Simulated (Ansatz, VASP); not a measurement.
**One calculation of BAs, two programs**

POSCAR

```
BAs
1.0
    0.0000000000      2.3885000000      2.3885000000
    2.3885000000      0.0000000000      2.3885000000
    2.3885000000      2.3885000000      0.0000000000
As B
1 1
Direct
    0.7500000000      0.7500000000      0.7500000000
    0.0000000000      0.0000000000      0.0000000000
```

Contents of INCAR.step1:

```
SYSTEM = BAs
  ALGO = Normal
  EDIFF = 1E-5
  ENCUT = 520
  GGA = PE
  ISIF = 2
  ISMEAR = -1
  LASPH = .TRUE.
  LCHARG = .FALSE.
  LREAL = .FALSE.
  LWAVE = .TRUE.
  NBANDS = 11
  NELM = 80
  PREC = Accurate
  SIGMA = 0.05
```

File INCAR.step2:

```
SYSTEM = BAs
  AEXX = 0.25
  ALGO = Normal
  EDIFF = 1E-7
  ENCUT = 520
  GGA = PE
  ISIF = 2
  ISMEAR = -1
  ISTART = 1
  LASPH = .TRUE.
  LCHARG = .FALSE.
  LHFCALC = .TRUE.
  LREAL = .FALSE.
  LWAVE = .FALSE.
  NBANDS = 11
  NELM = 80
  PREC = Accurate
  PRECFOCK = Normal
  SIGMA = 0.05
```

The input KPOINTS:

```
k-points
0
G
  6 6 6
  0 0 0
```

File input.yaml:

```yaml
crystal:
  lattice:
    - [0.0, 2.3885, 2.3885]
    - [2.3885, 0.0, 2.3885]
    - [2.3885, 2.3885, 0.0]
  atoms:
    - { symbol: As, position: [0.75, 0.75, 0.75] }
    - { symbol: B, position: [0.0, 0.0, 0.0] }
kpoints:
  mp_grid: { grid: [6, 6, 6] }
scf:
  occupations: { method: fermi_dirac, width: 0.05 }
hamiltonian:
  xc: pbe0
  pseudopotentials: { kind: all_electron, datasets: crystal }
output:
  forces: true
  stress: true
```

Alike in both runs: task single point; functional PBE0; k mesh 6 × 6 × 6; occupations fermi-dirac, width 0.05 eV; no spin polarisation.

|  | VASP | Ansatz |
| --- | --- | --- |
| version | VASP 6.6.1 | Ansatz 0.2.0 |
| potentials or method | VASP PAW PBE potentials, release 64 (As, B), cutoff 520 eV | all-electron PAW datasets made for the crystal |

Ansatz gave:

* gap on the k mesh at the Fermi level (eV): 2.61
* least direct gap on the mesh (eV): 4.80
* pressure (GPa): -0.6

Question: Which values does VASP return?

Answer: gap on the k mesh at the Fermi level (eV): 2.65; least direct gap on the mesh (eV): 4.82; pressure (GPa): -0.7.

Ansatz ran all-electron here, and VASP with PAW potentials.
